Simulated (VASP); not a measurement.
# Si3N4 (P6_3/m) in VASP: further runs

Si3N4 is run at these levels: PBE; tasks: single point.

Everything below comes from runs of VASP 6.6.1. Logs are shortened: lines on timing, memory, paths and dates and some standing lists are left out, and cuts for length are marked.

### 1 The cell of the first run

Symmetry: P6_3/m, No. 176, hexagonal system. Conventional cell: a = 7.663 Å, b = 7.663 Å, c = 2.926 Å, α = 90.00°, β = 90.00°, γ = 120.00°. Within 2.3 Å of Si (site symmetry m) lie 4 N at 1.74 to 1.75 Å. Within 2.3 Å of N (site symmetry -6) lie 3 Si at 1.74 Å. N (site symmetry m) has 3 Si at 1.75 Å within 2.3 Å.

### 2 Single point, PBE

INCAR

```
SYSTEM = Si3N4
ALGO = Normal
EDIFF = 1E-6
ENCUT = 600
GGA = PE
GGA_COMPAT = .FALSE.
ISIF = 2
ISMEAR = 0
LASPH = .TRUE.
LCHARG = .FALSE.
LREAL = Auto
LWAVE = .FALSE.
NBANDS = 123
NELM = 120
PREC = Accurate
SIGMA = 0.01
```

KPOINTS

```
k-points
0
G
  1 1 5
  0 0 0
```

POSCAR

```
Si3N4
1.0
   11.4950825037      6.6366889779      0.0000000000
  -11.4950825037      6.6366889779      0.0000000000
    0.0000000000      0.0000000000      2.9261389980
Si N
18 24
Direct
    0.0186959367      0.8062925367      0.7500000000
    0.3520292700      0.4729592033      0.7500000000
    0.6853626033      0.1396258700      0.7500000000
    0.2124034000      0.0186959367      0.2500000000
    0.5457367333      0.6853626033      0.2500000000
    0.8790700667      0.3520292700      0.2500000000
    0.1396258700      0.4542632667      0.2500000000
    0.4729592033      0.1209299333      0.2500000000
    0.8062925367      0.7875966000      0.2500000000
    0.1937074633      0.2124034000      0.7500000000
    0.5270407967      0.8790700667      0.7500000000
    0.8603741300      0.5457367333      0.7500000000
    0.1209299333      0.6479707300      0.7500000000
    0.4542632667      0.3146373967      0.7500000000
    0.7875966000      0.9813040633      0.7500000000
    0.3146373967      0.8603741300      0.2500000000
    0.6479707300      0.5270407967      0.2500000000
    0.9813040633      0.1937074633      0.2500000000
    0.0000000000      0.6666666667      0.7500000000
    0.3333333333      0.3333333333      0.7500000000
    0.6666666667      0.0000000000      0.7500000000
    0.0000000000      0.3333333333      0.2500000000
    0.3333333333      0.0000000000      0.2500000000
    0.6666666667      0.6666666667      0.2500000000
    0.2130568067      0.4569382300      0.7500000000
    0.5463901400      0.1236048967      0.7500000000
    0.8797234733      0.7902715633      0.7500000000
    0.0894519100      0.8797234733      0.2500000000
    0.4227852433      0.5463901400      0.2500000000
    0.7561185767      0.2130568067      0.2500000000
    0.1236048967      0.5772147567      0.2500000000
    0.4569382300      0.2438814233      0.2500000000
    0.7902715633      0.9105480900      0.2500000000
    0.2097284367      0.0894519100      0.7500000000
    0.5430617700      0.7561185767      0.7500000000
    0.8763951033      0.4227852433      0.7500000000
    0.1202765267      0.2097284367      0.2500000000
    0.4536098600      0.8763951033      0.2500000000
    0.7869431933      0.5430617700      0.2500000000
    0.2438814233      0.7869431933      0.7500000000
    0.5772147567      0.4536098600      0.7500000000
    0.9105480900      0.1202765267      0.7500000000
```

Potentials or basis: VASP PAW PBE potentials, release 64 (Si, N).

The run is started by

```
$ cat potpaw_PBE.64/Si/POTCAR potpaw_PBE.64/N/POTCAR > POTCAR
$ mpirun -np 1 vasp_std > vasp.out
```

OUTCAR:

```text
SYSTEM = Si3N4
   EDIFF = 1E-6
   ENCUT = 600
   GGA = PE
   ISIF = 2
   ISMEAR = 0
   LASPH = .TRUE.
   LREAL = Auto
   NELM = 120
   PREC = Accurate

 ion  position               nearest neighbor table
   1  0.019  0.806  0.750-  19 1.74  27 1.75  28 1.75  28 1.75  13 3.02  12 3.02   9 3.07   9 3.07
                             4 3.07   4 3.07
   2  0.352  0.473  0.750-  20 1.74  25 1.75  29 1.75  29 1.75  14 3.02  10 3.02   5 3.07   5 3.07
                             7 3.07   7 3.07
   3  0.685  0.140  0.750-  21 1.74  26 1.75  30 1.75  30 1.75  11 3.02  15 3.02   8 3.07   8 3.07
                             6 3.07   6 3.07
   4  0.212  0.019  0.250-  23 1.74  28 1.75  34 1.75  34 1.75   8 3.02  16 3.02  10 3.07  10 3.07
                             1 3.07   1 3.07
   5  0.546  0.685  0.250-  24 1.74  29 1.75  35 1.75  35 1.75  17 3.02   9 3.02   2 3.07   2 3.07
                            11 3.07  11 3.07
   6  0.879  0.352  0.250-  22 1.74  30 1.75  36 1.75  36 1.75   7 3.02  18 3.02  12 3.07  12 3.07
                             3 3.07   3 3.07
   7  0.140  0.454  0.250-  22 1.74  31 1.75  25 1.75  25 1.75   6 3.02  18 3.02  13 3.07  13 3.07
                             2 3.07   2 3.07
   8  0.473  0.121  0.250-  23 1.74  32 1.75  26 1.75  26 1.75  16 3.02   4 3.02   3 3.07   3 3.07
                            14 3.07  14 3.07
   9  0.806  0.788  0.250-  24 1.74  33 1.75  27 1.75  27 1.75  17 3.02   5 3.02  15 3.07  15 3.07
                             1 3.07   1 3.07
  10  0.194  0.212  0.750-  20 1.74  34 1.75  37 1.75  37 1.75   2 3.02  14 3.02   4 3.07   4 3.07
                            18 3.07  18 3.07
  11  0.527  0.879  0.750-  21 1.74  35 1.75  38 1.75  38 1.75   3 3.02  15 3.02  16 3.07  16 3.07
                             5 3.07   5 3.07
[... 43 lines left out ...]
  Lattice vectors:

 A1 = (  11.4950825037,   6.6366889779,   0.0000000000)
 A2 = ( -11.4950825037,   6.6366889779,   0.0000000000)
 A3 = (   0.0000000000,   0.0000000000,   2.9261389980)

Analysis of symmetry for initial positions (statically):
=====================================================================
 Subroutine PRICEL returns following result:

  LATTYP: Found a hexagonal cell.
 ALAT       =     7.6633883374
 C/A-ratio  =     0.3818335792

  Lattice vectors:

 A1 = (  -3.8316941687,  -6.6366889792,   0.0000000000)
 A2 = (   7.6633883362,   0.0000000007,   0.0000000000)
 A3 = (   0.0000000000,   0.0000000000,   2.9261389980)

   3 primitive cells build up your supercell.

 Routine SETGRP: Setting up the symmetry group for a
 hexagonal supercell.

 Subroutine GETGRP returns: Found 12 space group operations
 (whereof  6 operations were pure point group operations)
 out of a pool of 24 trial point group operations.

The static configuration has the point symmetry S_6 .
 The point group associated with its full space group is C_6h.

Analysis of symmetry for dynamics (positions and initial velocities):
=====================================================================
 Subroutine PRICEL returns following result:

  LATTYP: Found a hexagonal cell.
 ALAT       =     7.6633883374
 C/A-ratio  =     0.3818335792

  Lattice vectors:

 A1 = (  -3.8316941687,  -6.6366889792,   0.0000000000)
 A2 = (   7.6633883362,   0.0000000007,   0.0000000000)
 A3 = (   0.0000000000,   0.0000000000,   2.9261389980)

   3 primitive cells build up your supercell.

 Routine SETGRP: Setting up the symmetry group for a
 hexagonal supercell.

 Subroutine GETGRP returns: Found 12 space group operations
 (whereof  6 operations were pure point group operations)
 out of a pool of 24 trial point group operations.

The dynamic configuration has the point symmetry S_6 .
 The point group associated with its full space group is C_6h.

 Subroutine INISYM returns: Found 12 space group operations
 (whereof  6 operations are pure point group operations),
 and found     3 'primitive' translations

----------------------------------------------------------------------------------------

                                     Primitive cell

  volume of cell :     148.8220

  direct lattice vectors                    reciprocal lattice vectors
    -3.831694169 -6.636688979  0.000000000     0.000000000 -0.150677545  0.000000000
     7.663388336  0.000000001  0.000000000     0.130490581 -0.075338772  0.000000000
     0.000000000  0.000000000  2.926138998     0.000000000  0.000000000  0.341747265

  length of vectors
     7.663388337  7.663388336  2.926138998     0.150677545  0.150677545  0.341747265

  position of ions in fractional coordinates (direct lattice)
     0.175011527  0.406110863  0.750000000
     0.768900663  0.175011527  0.250000000
     0.406110864  0.231099337  0.250000000
     0.593889137  0.768900663  0.750000000
     0.231099337  0.824988473  0.750000000
     0.824988473  0.593889137  0.250000000
     0.333333333  0.666666667  0.750000000
     0.666666667  0.333333333  0.250000000
     0.330004964  0.299180347  0.750000000
     0.030824617  0.330004963  0.250000000
     0.299180347  0.969175383  0.250000000
     0.700819653  0.030824617  0.750000000
     0.669995037  0.700819653  0.250000000
     0.969175383  0.669995037  0.750000000

  ion indices of the primitive-cell ions
   primitive index   ion index
                 1           1
                 2           4
                 3           9
                 4          12
                 5          13
                 6          16
                 7          19
                 8          23
                 9          27
                10          28
                11          33
                12          34
                13          39
                14          40

----------------------------------------------------------------------------------------

 KPOINTS: k-points

Automatic generation of k-mesh.
 Grid dimensions read from file:
 generate k-points for:    1    1    5

 Generating k-lattice:

  Cartesian coordinates                     Fractional coordinates (reciprocal lattice)
     0.043496860  0.075338772  0.000000000     1.000000000  0.000000000  0.000000000
    -0.043496860  0.075338772  0.000000000     0.000000000  1.000000000  0.000000000
     0.000000000  0.000000000  0.068349453     0.000000000  0.000000000  0.200000000

  Length of vectors
     0.086993721  0.086993721  0.068349453

  Shift w.r.t. Gamma in fractional coordinates (k-lattice)
     0.000000000  0.000000000  0.000000000

 Subroutine IBZKPT returns following result:
 ===========================================

 Found      3 irreducible k-points:

 Following reciprocal coordinates:
            Coordinates               Weight
  0.000000  0.000000  0.000000      1.000000
  0.000000  0.000000  0.200000      2.000000
  0.000000  0.000000  0.400000      2.000000
   k-points           NKPTS =      3   k-points in BZ     NKDIM =      3   number of bands    NBANDS=    123
   number of dos      NEDOS =    301   number of ions     NIONS =     42
   total plane-waves  NPLWV = 279936
   dimension x,y,z NGX =   108 NGY =  108 NGZ =   24
   dimension x,y,z NGXF=   216 NGYF=  216 NGZF=   48
   ions per type =              18  24
   NGX,Y,Z   is equivalent  to a cutoff of  13.53, 13.53, 13.64 a.u.
   NGXF,Y,Z  is equivalent  to a cutoff of  27.05, 27.05, 27.27 a.u.
 SYSTEM =  Si3N4
   PREC   = accura    normal or accurate (medium, high low for compatibility)
   ISTART =      0    job   : 0-new  1-cont  2-samecut
   ICHARG =      2    charge: 1-file 2-atom 10-const
   ISPIN  =      1    spin polarized calculation?
   LNONCOLLINEAR =      F non collinear calculations
   LSORBIT =      F    spin-orbit coupling
   LASPH  =      T    aspherical Exc in radial PAW
   ENCUT  =  600.0 eV  44.10 Ry    6.64 a.u.  26.51 26.51  5.84*2*pi/ulx,y,z
   NELM   =    120;   NELMIN=  2; NELMDL= -5     # of ELM steps
   EDIFF  = 0.1E-05   stopping-criterion for ELM
   LREAL  =      T    real-space projection
   EDIFFG = 0.1E-04   stopping-criterion for IOM
   NSW    =      0    number of steps for IOM
   IBRION =     -1    ionic relax: 0-MD 1-quasi-New 2-CG
   NFREE  =      0    steps in history (QN), initial steepest desc. (CG)
   ISIF   =      2    stress and relaxation
   ISYM   =      2    0-nonsym 1-usesym 2-fastsym
   POTIM  = 0.5000    time-step for ionic-motion
   TEBEG  =    0.0;   TEEND  =   0.0 temperature during run
   PSTRESS=    0.0 pullay stress
   NELECT =     192.0000    total number of electrons
   NUPDOWN=      -1.0000    fix difference up-down
   EMIN   =  10.00;   EMAX   =-10.00  energy-range for DOS
   EFERMI =   0.00;   METHOD = LEGACY
   ISMEAR =     0;   SIGMA  =   0.01  broadening in eV -4-tet -1-fermi 0-gaus
   EFERMI_NEDOS =   21; number of points for ismear=-14 and -15
   IALGO  =     38    algorithm
   IMIX   =      4    mixing-type and parameters
     AMIX     =   0.40;   BMIX     =  1.00
     AMIX_MAG =   1.60;   BMIX_MAG =  1.00
  volume/ion in A,a.u.               =      10.63        71.74
  Fermi-wavevector in a.u.,A,eV,Ry     =   1.235698  2.335131 20.775416  1.526950
  Thomas-Fermi vector in A             =   2.370337
   LORBIT       =      0    0 simple, 1 ext, 2 COOP (PROOUT), +10 PAW based schemes
   GGA     = PE    functional components
   LHFCALC =     F    Hartree Fock is set to
   AEXX    =    0.0000 exact exchange contribution
   IVDW    =     0    specifies the selected vdW correction
   LEPSILON=     F    determine dielectric tensor
   LRPA    =     F    only Hartree local field effects (RPA)
 non-spin polarized calculation
 Gauss-broadening in eV      SIGMA  =   0.01
  energy-cutoff  :      600.00
  volume of cell :      446.47
 maximum number of plane-waves:     14952
 NGX is ok and might be reduce to   108
   NGX = 53   NGY = 53   NGZ = 11

 number of electron     191.9999989 magnetization

 Free energy of the ion-electron system (eV)
  ---------------------------------------------------
  ext. energy  EPLUGINS =         0.00000000
  ---------------------------------------------------
  free energy    TOTEN  =      -343.64625197 eV

  energy without entropy =     -343.64625197  energy(sigma->0) =     -343.64625197

 E-fermi :   6.5944     XC(G=0): -10.7087

 val. band max:        6.5374427102   @ k =   0.0000   0.0000   0.2000
 cond. band min:      10.7897991553   @ k =   0.0000   0.0000   0.0000
 fundamental gap:      4.2523564451
 Fermi energy:         6.5943607487

 k-point     1 :       0.0000    0.0000    0.0000
  band No.  band energies     occupation
      1     -11.5266      2.00000
      2     -10.8976      2.00000
      3     -10.8976      2.00000
      4     -10.8976      2.00000
      5     -10.8976      2.00000
      6     -10.7215      2.00000
[... 322 lines left out ...]
    107      12.4975      0.00000
    108      12.4975      0.00000
 [bands above 108 left out]

------------------------ aborting loop because EDIFF is reached ----------------------------------------

  FORCE on cell =-STRESS in cart. coord.  units (eV):
  Direction    XX          YY          ZZ          XY          YZ          ZX
  --------------------------------------------------------------------------------------
  -------------------------------------------------------------------------------------
  Total       -1.0404459     -1.0404459     -0.9301642     -0.0000002      0.0000000      0.0000000
  in kB       -3.7337185     -3.7337185     -3.3379644     -0.0000006      0.0000000      0.0000000
  external PRESSURE =      -3.6018004 kB  Pullay stress =       0.0000000 kB

 VOLUME and BASIS-vectors are now :
 -----------------------------------------------------------------------------
  energy-cutoff  :      600.00
  volume of cell :      446.47
      direct lattice vectors                 reciprocal lattice vectors
    11.495082504  6.636688978  0.000000000     0.043496860  0.075338772  0.000000000
   -11.495082504  6.636688978  0.000000000    -0.043496860  0.075338772  0.000000000
     0.000000000  0.000000000  2.926138998     0.000000000  0.000000000  0.341747265

 POSITION                                       TOTAL-FORCE (eV/Angst)
 -----------------------------------------------------------------------------------
     -9.05349      5.47519      2.19460        -0.002384      0.003211      0.000000
     -1.39010      5.47519      2.19460        -0.002384      0.003211     -0.000000
      6.27329      5.47519      2.19460        -0.002384      0.003211      0.000000
      2.22668      1.53373      0.73153        -0.003973     -0.000460      0.000000
     -1.60501      8.17042      0.73153        -0.003973     -0.000460     -0.000000
      6.05838      8.17042      0.73153        -0.003973     -0.000460     -0.000000
[... 34 lines left out ...]
      1.42085      6.84126      2.19460         0.002016      0.002565      0.000000
      9.08424      6.84126      2.19460         0.002016      0.002565      0.000000
 -----------------------------------------------------------------------------------
    total drift:                                0.000000     -0.000000     -0.000000

  FREE ENERGIE OF THE ION-ELECTRON SYSTEM (eV)
  ---------------------------------------------------
  free  energy   TOTEN  =      -343.6462519710 eV

  energy  without entropy=     -343.6462519710  energy(sigma->0) =     -343.64625197
```

Wall time 11 min (1 thread of Oxide Virtual Turin-like, shared host); peak memory 0.59 GiB.

Results:

* Free energy: -343.6463 eV
* Pressure: -0.4 GPa
* Largest force: 0.004 eV/Å
* Band gap on the k mesh: 4.25 eV

Forces in eV/Å, atoms in the order of the input:
```
Si  -0.002  0.003  0.000
Si  -0.002  0.003  0.000
Si  -0.002  0.003  0.000
Si  -0.004  0.000  0.000
Si  -0.004  0.000  0.000
Si  -0.004  0.000  0.000
Si   0.002  0.004  0.000
Si   0.002  0.004  0.000
Si   0.002  0.004  0.000
Si  -0.002 -0.004  0.000
Si  -0.002 -0.004  0.000
Si  -0.002 -0.004  0.000
Si   0.004  0.000  0.000
Si   0.004  0.000  0.000
Si   0.004  0.000  0.000
Si   0.002 -0.003  0.000
Si   0.002 -0.003  0.000
Si   0.002 -0.003  0.000
N    0.000  0.000  0.000
N    0.000  0.000  0.000
N    0.000  0.000  0.000
N    0.000  0.000  0.000
N    0.000  0.000  0.000
N    0.000  0.000  0.000
N   -0.003  0.000  0.000
N   -0.003  0.000  0.000
N   -0.003  0.000  0.000
N   -0.002 -0.003  0.000
N   -0.002 -0.003  0.000
N   -0.002 -0.003  0.000
N   -0.001  0.003  0.000
N   -0.001  0.003  0.000
N   -0.001  0.003  0.000
N    0.001 -0.003  0.000
N    0.001 -0.003  0.000
N    0.001 -0.003  0.000
N    0.003  0.000  0.000
N    0.003  0.000  0.000
N    0.003  0.000  0.000
N    0.002  0.003  0.000
N    0.002  0.003  0.000
N    0.002  0.003  0.000
```

Caveat: the k points lie up to 0.55 Å⁻¹ apart.

### 3 Single point, PBE

INCAR

```
PREC     = Accurate       # precision mode
ENCUT    = 600            # plane-wave cutoff, eV
EDIFF    = 1E-6           # SCF threshold, eV
ISMEAR   = -1             # smearing method
SIGMA    = 0.01           # smearing width, eV
LREAL    = Auto         
LASPH    = True           # aspherical terms in the spheres
NELM     = 120            # most SCF steps
ALGO     = Normal         # electronic algorithm
ISIF     = 2              # what is computed and relaxed
LWAVE    = False          # write WAVECAR
LCHARG   = False          # write CHGCAR
GGA      = PE             # functional
NBANDS   = 123            # bands
GGA_COMPAT= False
```

KPOINTS

```
Automatic mesh
0
Gamma
  1 1 5
```

Changes to POSCAR since step 2:

```diff
@@ -2,4 +2,4 @@
 1.0
-   11.4950825037      6.6366889779      0.0000000000
-  -11.4950825037      6.6366889779      0.0000000000
+   11.4950825000      6.6366889800      0.0000000000
+  -11.4950825000      6.6366889800      0.0000000000
     0.0000000000      0.0000000000      2.9261389980
```

Potentials or basis: VASP PAW PBE potentials, release 64 (Si, N).

The run is started by

```
$ cat potpaw_PBE.64/Si/POTCAR potpaw_PBE.64/N/POTCAR > POTCAR
$ mpirun -np 1 vasp_std > vasp.out
```

It took 13 min on 1 thread of Oxide Virtual Turin-like, shared host; peak memory 0.59 GiB.

The run converged. Its results:

```yaml
Free_energy: -343.6463 eV
Pressure: -0.4 GPa
Largest_force: 0.004 eV/Å
Band_gap_on_the_k_mesh: 4.25 eV
```

Forces in eV/Å, atoms in the order of the input:
```
Si  -0.002  0.003  0.000
Si  -0.002  0.003  0.000
Si  -0.002  0.003  0.000
Si  -0.004  0.000  0.000
Si  -0.004  0.000  0.000
Si  -0.004  0.000  0.000
Si   0.002  0.004  0.000
Si   0.002  0.004  0.000
Si   0.002  0.004  0.000
Si  -0.002 -0.004  0.000
Si  -0.002 -0.004  0.000
Si  -0.002 -0.004  0.000
Si   0.004  0.000  0.000
Si   0.004  0.000  0.000
Si   0.004  0.000  0.000
Si   0.002 -0.003  0.000
Si   0.002 -0.003  0.000
Si   0.002 -0.003  0.000
N    0.000  0.000  0.000
N    0.000  0.000  0.000
N    0.000  0.000  0.000
N    0.000  0.000  0.000
N    0.000  0.000  0.000
N    0.000  0.000  0.000
N   -0.003  0.000  0.000
N   -0.003  0.000  0.000
N   -0.003  0.000  0.000
N   -0.002 -0.003  0.000
N   -0.002 -0.003  0.000
N   -0.002 -0.003  0.000
N   -0.001  0.003  0.000
N   -0.001  0.003  0.000
N   -0.001  0.003  0.000
N    0.001 -0.003  0.000
N    0.001 -0.003  0.000
N    0.001 -0.003  0.000
N    0.003  0.000  0.000
N    0.003  0.000  0.000
N    0.003  0.000  0.000
N    0.002  0.003  0.000
N    0.002  0.003  0.000
N    0.002  0.003  0.000
```

Levels at points of the mesh, in eV from the valence-band top:
```csv
k point,band 93,band 94,band 95,band 96,band 97,band 98,band 99,band 100
"(0.00, 0.00, 0.00)",-0.28,-0.28,-0.28,-0.19,4.25,4.59,4.60,4.60
```

Caveat: the k points lie up to 0.55 Å⁻¹ apart. A k mesh can miss the band edges.
